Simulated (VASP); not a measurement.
Write the native input for VASP 6.6.1 that does the following.

* Task: single point
* Functional: r2SCAN
* Dispersion: D3(BJ)
* Potentials or basis: VASP PAW PBE potentials, release 64 (Sr_sv)
* Cutoff: 520 eV
* k mesh: 8 × 8 × 8
* Occupations: fermi-dirac, width 0.025 eV
* Spin: non-collinear spin, zero start, spin-orbit coupling
* Starting moments: [[0.0, 0.0, 0.0]] μB
* Dipole correction: no
* Further INCAR settings: ALGO = Normal; EDIFF = 1e-07; NBANDS = 21

The system is Sr.

```
Sr
1.0
    -2.40209    2.40209    2.40209
     2.40209   -2.40209    2.40209
     2.40209    2.40209   -2.40209
Sr
1
Direct
  0.00000 0.00000 0.00000
```

This isn't the form of Sr at room conditions, which is fcc.

The input as run:

POSCAR

```
Sr
1.0
   -2.4020905604      2.4020905604      2.4020905604
    2.4020905604     -2.4020905604      2.4020905604
    2.4020905604      2.4020905604     -2.4020905604
Sr
1
Direct
    0.0000000000      0.0000000000      0.0000000000
```

INCAR.step1

```
ALGO = Normal
EDIFF = 1E-4
ENCUT = 520
GGA = PE
GGA_COMPAT = False
ISMEAR = -1
LASPH = True
LCHARG = False
LREAL = False
LSORBIT = True
LWAVE = True
MAGMOM = 0 0 0
NBANDS = 21
NELM = 150
PREC = Accurate
SIGMA = 0.025
```

INCAR.step2

```
ALGO = Normal
EDIFF = 1E-7
ENCUT = 520
GGA_COMPAT = False
ISIF = 2
ISMEAR = -1
ISTART = 1
IVDW = 12
LASPH = True
LCHARG = False
LMIXTAU = True
LORBIT = 11
LORBMOM = True
LREAL = False
LSORBIT = True
LWAVE = False
MAGMOM = 0 0 0
METAGGA = R2SCAN
NBANDS = 21
NELM = 150
PREC = Accurate
SIGMA = 0.025
VDW_A1 = 0.49484001
VDW_A2 = 5.73083694
VDW_S6 = 1.0
VDW_S8 = 0.78981345
```

KPOINTS

```
k-points
0
Gamma
  8 8 8
```

Potentials or basis: VASP PAW PBE potentials, release 64 (Sr_sv).

The run is started by

```sh
$ cat potpaw_PBE.64/Sr_sv/POTCAR > POTCAR
$ cp INCAR.step1 INCAR
$ mpirun -np 1 vasp_ncl > vasp.out
$ cp INCAR.step2 INCAR
$ mpirun -np 1 vasp_ncl > vasp.out
```

Results of the run:

```yaml
Pressure: -0.3 GPa
Net_moment: 0.00 μB per cell
Valence_electrons_inside_the_program's_atomic_spheres: Sr 8.01
Dispersion_energy_per_atom: -0.091 eV
```

Caveat: three body term missing; the PAW data sets were made with another functional, which shifts forces and pressure a little.

Wall time 6.6 min on 1 thread of AMD EPYC 7R13 Processor (Zen 3), with other jobs on the host, peak memory 0.36 GiB.
